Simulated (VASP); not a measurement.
Crystal: Be2C.

```
Be C
1.0
     0.00000    2.16049    2.16049
     2.16049    0.00000    2.16049
     2.16049    2.16049    0.00000
Be C
2 1
Cartesian
  3.2407 3.2407 3.2407
  1.0802 1.0802 1.0802
  0.0000 0.0000 0.0000
```

Base run:

| Property | Result |
| --- | --- |
| Program | VASP 6.6.1 |
| Functional | r2SCAN |
| Potentials or basis | VASP PAW PBE potentials, release 64 (Be, C) |
| Cutoff | 660 eV |
| k mesh | 10 × 10 × 10 |
| Occupations | gaussian, width 0.01 eV |
| Spin | no spin polarisation |

Its results: band gap on the k mesh 1.53 eV, indirect (least direct gap 4.63 eV); pressure 0.8 GPa.

The run is repeated on the same cell with these changes: functional from r2SCAN to PBE; cutoff from 660 eV to 600 eV. What comes out?

Band gap on the k mesh 1.16 eV, indirect (least direct gap 4.14 eV); pressure 1.3 GPa.

r2SCAN gives the wider gap, since meta-GGAs in the generalised Kohn-Sham scheme recover part of the derivative discontinuity.

Caveats: the PAW data sets were made with another functional, which shifts forces and pressure a little (some runs).

A k mesh can miss the band edges.
